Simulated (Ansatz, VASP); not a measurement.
## ZnSe in VASP and in Ansatz

```
Zn Se
1.0
     0.00000    3.05958    2.83295
     3.05958    0.00000    2.83295
     3.05958    3.05958    0.00000
Zn Se
1 1
Direct
  0.00000 0.00000 0.00000
  0.75000 0.75000 0.75000
```

Change from the starting cell: strain +0.080 along x and y, +0.000 along z, atoms carried along.

Alike in both runs: task single point; functional r2SCAN; k mesh 8 × 8 × 8; occupations gaussian, width 0.05 eV; no spin polarisation.

|  | VASP | Ansatz |
| --- | --- | --- |
| version | VASP 6.6.1 | Ansatz 0.2.0 |
| potentials or method | VASP PAW PBE potentials, release 64 (Zn, Se), cutoff 520 eV | scalar-relativistic, plane waves, PAW |
| valence electrons in the cell | 18 | 28 |

|  | VASP | Ansatz | Ansatz less VASP |
| --- | --- | --- | --- |
| gap on the k mesh at the Fermi level (eV) | 1.07 | 1.07 | +0.004 |
| least direct gap on the mesh (eV) | 1.07 | 1.07 | +0.004 |
| pressure (GPa) | -7.2 | -7.2 | -0.03 |
| traceless stress, the component that is largest in VASP (GPa) | 1.79 | 1.75 | -0.034 |

VASP's potentials were made for PBE, not for r2SCAN. With one functional, cell and mesh, what is left measures potentials, basis and numerics. VASP's potentials hold 18 valence electrons a cell and Ansatz's 28, so a difference there can come from the potentials and not from the codes.
